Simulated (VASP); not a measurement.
# CsH (Fm-3m) in VASP: a series of runs, part 2 of 2

VASP 6.6.1. Earlier steps stand in the parts before.

## 6. Single point, LDA (equal strain along all axes, cell held: +4.0 %)

Contents of INCAR:

```
ALGO = Normal
EDIFF = 1E-6
ENCUT = 520
GGA = CA
ISIF = 2
ISMEAR = 0
LASPH = T
LCHARG = F
LREAL = F
LWAVE = F
NBANDS = 18
NELM = 60
PREC = Accurate
SIGMA = 0.02
```

Contents of KPOINTS:

```
k-points
0
Gamma
  6 6 6
```

Contents of POSCAR:

```
CsH
1.0
    3.1731629602      3.1731629602      0.0000000000
   -3.1731629602      3.1731629602      0.0000000000
    0.0000000000      0.0000000000      6.3463259205
Cs H
2 2
Direct
    0.0000000000      0.0000000000      0.0000000000
    0.5000000000      0.5000000000      0.5000000000
    0.5000000000      0.5000000000      0.0000000000
    0.0000000000      0.0000000000      0.5000000000
```

Potentials or basis: VASP PAW LDA potentials, release 64 (Cs_sv, H).

The run is started by

```
cat potpaw_LDA.64/Cs_sv/POTCAR potpaw_LDA.64/H/POTCAR > POTCAR
mpirun -np 1 vasp_std > vasp.out
```

OUTCAR:

```text
EDIFF = 1E-6
   ENCUT = 520
   GGA = CA
   ISIF = 2
   ISMEAR = 0
   LASPH = T
   LREAL = F
   NELM = 60
   PREC = Accurate

 ion  position               nearest neighbor table
   1  0.000  0.000  0.000-
   2  0.500  0.500  0.500-
   3  0.500  0.500  0.000-
   4  0.000  0.000  0.500-

  LATTYP: Found a simple tetragonal cell.
 ALAT       =     4.4875300939
 C/A-ratio  =     1.4142135624

  Lattice vectors:

 A1 = (   3.1731629602,   3.1731629602,   0.0000000000)
 A2 = (  -3.1731629602,   3.1731629602,   0.0000000000)
 A3 = (   0.0000000000,   0.0000000000,   6.3463259205)

Analysis of symmetry for initial positions (statically):
=====================================================================
 Subroutine PRICEL returns following result:

  LATTYP: Found a face centered cubic cell.
 ALAT       =     6.3463259204

  Lattice vectors:

 A1 = (   0.0000000000,  -3.1731629602,  -3.1731629602)
 A2 = (   3.1731629602,   0.0000000000,  -3.1731629602)
 A3 = (   3.1731629602,  -3.1731629602,   0.0000000000)

   2 primitive cells build up your supercell.

 Routine SETGRP: Setting up the symmetry group for a
 simple tetragonal supercell.

 Subroutine GETGRP returns: Found 16 space group operations
 (whereof 16 operations were pure point group operations)
 out of a pool of 16 trial point group operations.

The static configuration has the point symmetry D_4h.

Analysis of symmetry for dynamics (positions and initial velocities):
=====================================================================
 Subroutine PRICEL returns following result:

  LATTYP: Found a face centered cubic cell.
 ALAT       =     6.3463259204

  Lattice vectors:

[... 121 lines left out ...]
   POTIM  = 0.5000    time-step for ionic-motion
   TEBEG  =    0.0;   TEEND  =   0.0 temperature during run
   PSTRESS=    0.0 pullay stress
   NELECT =      20.0000    total number of electrons
   NUPDOWN=      -1.0000    fix difference up-down
   EMIN   =  10.00;   EMAX   =-10.00  energy-range for DOS
   EFERMI =   0.00;   METHOD = LEGACY
   ISMEAR =     0;   SIGMA  =   0.02  broadening in eV -4-tet -1-fermi 0-gaus
   EFERMI_NEDOS =   21; number of points for ismear=-14 and -15
   IALGO  =     38    algorithm
   IMIX   =      4    mixing-type and parameters
     AMIX     =   0.40;   BMIX     =  1.00
     AMIX_MAG =   1.60;   BMIX_MAG =  1.00
  volume/ion in A,a.u.               =      31.95       215.61
  Fermi-wavevector in a.u.,A,eV,Ry     =   0.882211  1.667137 10.589363  0.778296
  Thomas-Fermi vector in A             =   2.002812
   LORBIT       =      0    0 simple, 1 ext, 2 COOP (PROOUT), +10 PAW based schemes
   GGA     = CA    functional components
   LHFCALC =     F    Hartree Fock is set to
   AEXX    =    0.0000 exact exchange contribution
   IVDW    =     0    specifies the selected vdW correction
   LEPSILON=     F    determine dielectric tensor
   LRPA    =     F    only Hartree local field effects (RPA)
 non-spin polarized calculation
 Gauss-broadening in eV      SIGMA  =   0.02
  energy-cutoff  :      520.00
  volume of cell :      127.80
 maximum number of plane-waves:      3483
 NGX is ok and might be reduce to    36
   NGX = 17   NGY = 17   NGZ = 23

 number of electron      19.9999997 magnetization

 Free energy of the ion-electron system (eV)
  ---------------------------------------------------
  ext. energy  EPLUGINS =         0.00000000
  ---------------------------------------------------
  free energy    TOTEN  =        -9.79643171 eV

  energy without entropy =       -9.79643171  energy(sigma->0) =       -9.79643171

 E-fermi :   0.2002     XC(G=0):  -7.5803

 val. band max:        0.1022027977   @ k =   0.5000   0.0000   0.5000
 cond. band min:       2.0190884492   @ k =   0.5000   0.0000   0.5000
 fundamental gap:      1.9168856515
 Fermi energy:         0.2001500451

 k-point     1 :       0.0000    0.0000    0.0000
  band No.  band energies     occupation
      1     -21.3540      2.00000
      2     -21.2423      2.00000
      3      -8.5626      2.00000
      4      -8.0809      2.00000
      5      -8.0809      2.00000
      6      -7.7867      2.00000
[... 481 lines left out ...]
      5      -7.9345      2.00000
      6      -7.9345      2.00000
[... 10 lines left out ...]
     17       7.0274      0.00000
     18       7.0274      0.00000

 [... further k-points ...]
[... 5 lines left out ...]
  --------------------------------------------------------------------------------------
  -------------------------------------------------------------------------------------
  Total       -0.9030830     -0.9030830     -0.9030858      0.0000000      0.0000000     -0.0000000
  in kB      -11.3214261    -11.3214261    -11.3214610      0.0000000      0.0000000     -0.0000000
  external PRESSURE =     -11.3214378 kB  Pullay stress =       0.0000000 kB

 VOLUME and BASIS-vectors are now :
 -----------------------------------------------------------------------------
  energy-cutoff  :      520.00
  volume of cell :      127.80
      direct lattice vectors                 reciprocal lattice vectors
     3.173162960  3.173162960  0.000000000     0.157571485  0.157571485  0.000000000
    -3.173162960  3.173162960  0.000000000    -0.157571485  0.157571485  0.000000000
     0.000000000  0.000000000  6.346325920     0.000000000  0.000000000  0.157571485

 POSITION                                       TOTAL-FORCE (eV/Angst)
 -----------------------------------------------------------------------------------
      0.00000      0.00000      0.00000        -0.000000      0.000000     -0.000000
      0.00000      3.17316      3.17316        -0.000000      0.000000      0.000000
      0.00000      3.17316      0.00000         0.000000     -0.000000     -0.000000
      0.00000      0.00000      3.17316         0.000000     -0.000000     -0.000000
 -----------------------------------------------------------------------------------
    total drift:                               -0.000000      0.000000      0.000000

  FREE ENERGIE OF THE ION-ELECTRON SYSTEM (eV)
  ---------------------------------------------------
  free  energy   TOTEN  =        -9.7964317104 eV

  energy  without entropy=       -9.7964317104  energy(sigma->0) =       -9.79643171
```

stdout:

```text
POSCAR found type information on POSCAR CsH
 POSCAR found :  2 types and       4 ions
 scaLAPACK will be used
 LDA part: xc-table for (Slater(with rela. corr.)+CA(PZ))
 , standard interpolation
 POSCAR, INCAR and KPOINTS ok, starting setup
 FFT: planning ... GRIDC
 FFT: planning ... GRID_SOFT
 FFT: planning ... GRID
 WAVECAR not read
 entering main loop
```

Run time: 45 s. Hardware: 1 thread of Intel Xeon Platinum 8488C (Sapphire Rapids), shared host; peak memory 0.24 GiB.

What came out:

| Quantity | Value |
| --- | --- |
| Free energy | -9.7964 eV |
| Pressure | -1.1 GPa |
| Band gap on the k mesh | 1.92 eV |

Levels at points of the mesh, in eV from the valence-band top:
| k point | band 8 | band 9 | band 10 | band 11 | band 12 | band 13 |
| --- | --- | --- | --- | --- | --- | --- |
| (0.00, 0.00, 0.00) | -7.89 | -1.90 | -1.26 | 2.82 | 4.98 | 4.98 |
| (0.50, 0.00, 0.00) | -7.99 | -0.47 | -0.47 | 2.96 | 2.96 | 3.87 |
| (0.50, 0.50, 0.00) | -8.18 | -1.26 | -1.26 | 2.82 | 2.82 | 5.36 |
| (0.00, 0.00, 0.50) | -8.04 | -1.09 | -1.09 | 3.60 | 3.60 | 4.07 |
| (0.50, 0.00, 0.50) | -7.99 | 0.00 | 0.00 | 1.92 | 1.92 | 4.54 |
| (0.50, 0.50, 0.50) | -8.23 | -0.79 | -0.79 | 3.90 | 3.90 | 3.90 |

Caveat: the cell differs from its parent crystal (equal strain along all axes, cell held: +4.0 %); spin-orbit coupling is left out, which moves the levels of the heavy elements.

## 7. Overview

```tsv
cell	gap on the mesh (eV)	pressure (GPa)
a = 4.142, b = 4.142, c = 5.858 Å, 4 atoms	1.48	1.9
a = 4.229, b = 4.229, c = 5.980 Å, 4 atoms	1.61	0.9
a = 4.401, b = 4.401, c = 6.224 Å, 4 atoms	1.83	-0.6
a = 4.488, b = 4.488, c = 6.346 Å, 4 atoms	1.92	-1.1
```

Alike in all rows: task single point; level LDA; potentials or basis VASP PAW LDA potentials, release 64 (Cs_sv, H); no spin polarisation; k mesh 6 × 6 × 6; cutoff (eV) 520; smearing gaussian 0.02 eV.

Caveats: spin-orbit coupling is left out, which moves the levels of the heavy elements.

Absolute energies hang on the potentials; compare differences alone.
